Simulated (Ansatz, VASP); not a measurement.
H in VASP and in Ansatz

```xyz
15
Lattice="-3.7097 -3.7097 4.5711 -3.7097 3.7097 -4.5711 3.7097 -3.7097 -4.5711" Properties=species:S:1:pos:R:3 pbc="T T T"
H     0.6704    0.6704   -0.2133
H    -4.3802    0.6704   -0.2133
H    -1.8549    1.8549   -2.8286
H     0.6704   -4.3802   -0.2133
H     1.8549   -1.8549   -2.8286
H    -1.8549   -1.8549   -2.2761
H    -0.6704   -0.6704   -4.7844
H    -1.8549   -1.8549   -1.5238
H    -0.1289   -0.1289   -4.8274
H    -3.5808   -0.1289   -4.8274
H    -1.8549    1.8549   -6.6493
H    -0.1289   -3.5808   -4.8274
H     1.8549   -1.8549   -6.6493
H    -1.8549   -1.8549   -4.7032
H     0.1289    0.1289   -9.3985
```

Alike in both runs: task single point; functional PBE; k mesh 4 × 4 × 4; no spin polarisation.

|  | VASP | Ansatz |
| --- | --- | --- |
| version | VASP 6.6.1 | Ansatz 0.2.0 |
| potentials or method | VASP PAW PBE potentials, release 64 (H), cutoff 520 eV | scalar-relativistic, plane waves, PAW |
| occupations | tetrahedron | tetrahedron-uncorrected |
| valence electrons in the cell | 15 | 15 |

|  | VASP | Ansatz | Ansatz less VASP |
| --- | --- | --- | --- |
| gap on the k mesh at the Fermi level (eV) | none | none | - |
| pressure (GPa) | -0.2 | -0.1 | +0.14 |
| rms of the force components (eV/Å) | 0.006 | 0.001 | -0.0045 |

Atom by atom the forces differ by 0.005 eV/Å (rms over components). A gap of «none» marks a metal or a gap that the smearing closes. Ansatz's warnings: band table not solved further.
